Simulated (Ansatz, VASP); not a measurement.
Te in VASP and in Ansatz

```
Te
1.0
     4.66218    0.00000    0.00000
    -2.33109    3.87222    0.00000
     0.00000    0.00000    5.94875
Te
3
Direct
  0.25166 0.00000 0.33333
  0.00512 0.26190 0.66568
  0.74322 0.73810 0.00099
```

Change from the starting cell: uniaxial_x strain +4.3%.

Alike in both runs: task single point; functional r2SCAN; k mesh 6 × 6 × 4; no spin polarisation.

|  | VASP | Ansatz |
| --- | --- | --- |
| version | VASP 6.6.1 | Ansatz 0.2.0 |
| potentials or method | VASP PAW PBE potentials, release 64 (Te) | plane waves, PAW |
| plane-wave cutoff (eV) | 520 | 500 |
| occupations | gaussian, width 0.01 eV | fixed |
| valence electrons in the cell | 18 | 48 |

|  | VASP | Ansatz | Ansatz less VASP |
| --- | --- | --- | --- |
| gap on the k mesh at the Fermi level (eV) | 0.39 | 0.42 | +0.032 |
| pressure (GPa) | 0.1 | 0.1 | -0.03 |
| traceless stress, the component that is largest in VASP (GPa) | 0.45 | 0.47 | +0.020 |
| rms of the force components (eV/Å) | 0.002 | 0.016 | +0.0147 |

VASP's potentials were made for PBE, not for r2SCAN. Atom by atom the forces differ by 0.017 eV/Å (rms over components). VASP's potentials hold 18 valence electrons a cell and Ansatz's 48, so a difference there can come from the potentials and not from the codes.

Neither program's run includes spin-orbit coupling.
